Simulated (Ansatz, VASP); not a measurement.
One calculation of Bi, two programs

INCAR

```
SYSTEM = Bi
ALGO = Normal ; EDIFF = 1E-8
ENCUT = 520 ; GGA = PS
ISIF = 2 ; ISMEAR = -1
LASPH = .TRUE. ; LCHARG = .FALSE.
LEFG = .TRUE. ; LREAL = .FALSE.
LWAVE = .FALSE. ; NBANDS = 22
NELM = 80 ; PREC = Accurate
SIGMA = 0.03
```

KPOINTS

```
k-points
0
G
  10 10 10
  0 0 0
```

POSCAR

```
Bi
1.0
    2.3029109990      1.3295862852      4.0060322827
   -2.3029109990      1.3295862852      4.0060322827
    0.0000000000     -2.6591725704      4.0060322827
Bi
2
Direct
    0.2338900000      0.2338900000      0.2338900000
    0.7661100000      0.7661100000      0.7661100000
```

Input for Ansatz:

```yaml
crystal:
  lattice:
    - [2.302910999, 1.3295862852, 4.0060322827]
    - [-2.302910999, 1.3295862852, 4.0060322827]
    - [0.0, -2.6591725704, 4.0060322827]
  atoms:
    - { symbol: Bi, position: [0.23389, 0.23389, 0.23389] }
    - { symbol: Bi, position: [0.76611, 0.76611, 0.76611] }
kpoints:
  mp_grid: { grid: [10, 10, 10] }
scf:
  occupations: { method: fermi_dirac, width: 0.03 }
hamiltonian:
  xc: pbesol
  pseudopotentials: { kind: all_electron, datasets: crystal }
output:
  forces: true
  stress: true
  eigenvalues: true
  efg: { contact_densities: true }
```

Change from the starting cell: volume scaled by 1.04, crystal datasets.

Alike in both runs: task electric field gradients; functional PBEsol; k mesh 10 × 10 × 10; occupations fermi-dirac, width 0.03 eV; no spin polarisation.

|  | VASP | Ansatz |
| --- | --- | --- |
| version | VASP 6.6.1 | Ansatz 0.2.0 |
| potentials or method | VASP PAW PBE potentials, release 64 (Bi_d), cutoff 520 eV | all-electron PAW with datasets made for the crystal, scalar-relativistic |

VASP gave:

```
pressure (GPa)                                                : -2.4
traceless stress, the component that is largest in VASP (GPa) : 0.23
rms of the force components (eV/Å)                            : 0.030
size of Vzz on the site where it differs most (V/Å²)          : 28.2
```

**Question.** Estimate Ansatz's values.

**Answer.** Pressure (GPa): -2.3; traceless stress, the component that is largest in VASP (GPa): 0.23; rms of the force components (eV/Å): 0.033; size of Vzz on the site where it differs most (V/Å²): 29.6.

VASP's potentials were made for PBE, not for PBEsol. Atom by atom the forces differ by 0.003 eV/Å (rms over components). Ansatz ran all-electron here, and VASP with PAW potentials.

Spin-orbit coupling is off throughout.
